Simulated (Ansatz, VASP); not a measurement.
# Two plane-wave programs on CuO

The input POSCAR:

```
CuO
1.0
    3.2172831276      0.0000000000      0.0000000000
    0.0000000000      3.2172831276      0.0000000000
    0.0000000000      0.0000000000      4.7107169375
Cu O
2 2
Direct
    0.0000000000      0.0000000000      0.0000000000
    0.5000000000      0.5000000000      0.0000000000
    0.5000000000      0.0000000000      0.2670000000
    0.0000000000      0.5000000000      0.7330000000
```

Contents of INCAR.step1:

```
SYSTEM = CuO
ALGO = Normal
EDIFF = 1E-4
ENCUT = 520
GGA = PE
ISMEAR = -1
LASPH = .TRUE.
LCHARG = .FALSE.
LREAL = .FALSE.
LWAVE = .TRUE.
NBANDS = 25
NELM = 80
PREC = Accurate
SIGMA = 0.05
```

Contents of INCAR.step2:

```
SYSTEM = CuO
ALGO = Normal
EDIFF = 1E-7
ENCUT = 520
ISIF = 2
ISMEAR = -1
ISTART = 1
LASPH = .TRUE.
LCHARG = .TRUE.
LELF = .TRUE.
LMIXTAU = .TRUE.
LREAL = .FALSE.
LVHAR = .TRUE.
LWAVE = .FALSE.
METAGGA = R2SCAN
NBANDS = 25
NELM = 80
PREC = Accurate
SIGMA = 0.05
```

Contents of KPOINTS:

```
k-points
0
G
  8 8 6
  0 0 0
```

The input input.yaml:

```yaml
crystal:
  lattice:
    - [3.2172831276, 0.0, 0.0]
    - [0.0, 3.2172831276, 0.0]
    - [0.0, 0.0, 4.7107169375]
  atoms:
    - { symbol: Cu, position: [0.0, 0.0, 0.0] }
    - { symbol: Cu, position: [0.5, 0.5, 0.0] }
    - { symbol: O, position: [0.5, 0.0, 0.267] }
    - { symbol: O, position: [0.0, 0.5, 0.733] }
hamiltonian:
  xc: r2scan
  pseudopotentials: { kind: paw }
kpoints:
  mp_grid: { grid: [8, 8, 6] }
scf:
  occupations: { method: fermi_dirac, width: 0.05 }
output:
  forces: true
  stress: true
  eigenvalues: true
  write_density: true
  write_potential: true
  elf: true
  volumetric_format: npy
```

Alike in both runs: task single point; functional r2SCAN; k mesh 8 × 8 × 6; occupations fermi-dirac, width 0.05 eV; no spin polarisation.

|  | VASP | Ansatz |
| --- | --- | --- |
| version | VASP 6.6.1 | Ansatz 0.2.0 |
| potentials or method | VASP PAW PBE potentials, release 64 (Cu, O) | Ansatz PAW |
| plane-wave cutoff (eV) | 520 | 500 |
| valence electrons in the cell | 34 | 50 |

|  | VASP | Ansatz | Ansatz less VASP |
| --- | --- | --- | --- |
| gap on the k mesh at the Fermi level (eV) | none | none | - |
| pressure (GPa) | 4.8 | 4.1 | -0.77 |
| traceless stress, the component that is largest in VASP (GPa) | -23.02 | -22.81 | +0.213 |
| rms of the force components (eV/Å) | 0.733 | 0.773 | +0.0402 |

VASP's potentials were made for PBE, not for r2SCAN. Atom by atom the forces differ by 0.040 eV/Å (rms over components). A gap of «none» marks a metal or a gap that the smearing closes. VASP's potentials hold 34 valence electrons a cell and Ansatz's 50, so a difference there can come from the potentials and not from the codes.
